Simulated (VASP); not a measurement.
## SiC (Moissanite): single point with SVWN5

The system is SiC (Moissanite).

```xyz
4
Lattice="3.1363 0.0000 0.0000 -1.5682 2.7161 0.0000 0.0000 0.0000 5.1470" Properties=species:S:1:pos:R:3 pbc="T T T"
Si    1.5682    0.9054    2.5735
Si    0.0000    1.8108    0.0000
C     1.5682    0.9054    4.5551
C     0.0000    1.8108    1.9816
```

| Quantity | Value |
| --- | --- |
| Program | VASP 6.6.1 |
| Task | single point |
| Functional | SVWN5 |
| Potentials or basis | VASP PAW PBE potentials, release 64 (Si, C) |
| Cutoff | 520 eV |
| k mesh | 10 × 10 × 5 |
| Occupations | fermi-dirac, width 0.05 eV |
| Spin | no spin polarisation |
| Dipole correction | no |
| Further INCAR settings | ALGO = Normal; EDIFF = 1e-06; NBANDS = 16 |

```json
{
  "Pressure": "-14.1 GPa",
  "Largest force": "0.655 eV/Å",
  "Band gap on the k mesh": "2.39 eV, indirect (least direct gap 3.87 eV)"
}
```

Forces on the atoms (eV/Å):
```
Si   0.000  0.000  0.655
Si   0.000  0.000  0.655
C    0.000  0.000 -0.655
C    0.000  0.000 -0.655
```

Stress tensor (GPa, compression positive):
```
-13.37   0.00   0.00
  0.00 -13.37   0.00
  0.00   0.00 -15.66
```

Levels at points of the mesh, in eV from the valence-band top:
```
           k point  band 4  band 5  band 6  band 7  band 8  band 9  band 10  band 11  band 12  band 13
(0.00, 0.00, 0.00)   -1.53   -1.53   -0.28   -0.28    0.00    4.09     5.42     6.07     6.07     6.96
(0.50, 0.00, 0.00)   -6.42   -5.25   -3.44   -3.13   -1.48    2.39     4.06     6.21     6.92     9.07
```

It took 16 s on 1 thread of Intel Xeon 6975P-C, on a shared host, peak memory 0.15 GiB.

Caveat: the PAW data sets were made with another functional, which shifts forces and pressure a little. A k mesh can miss the band edges.
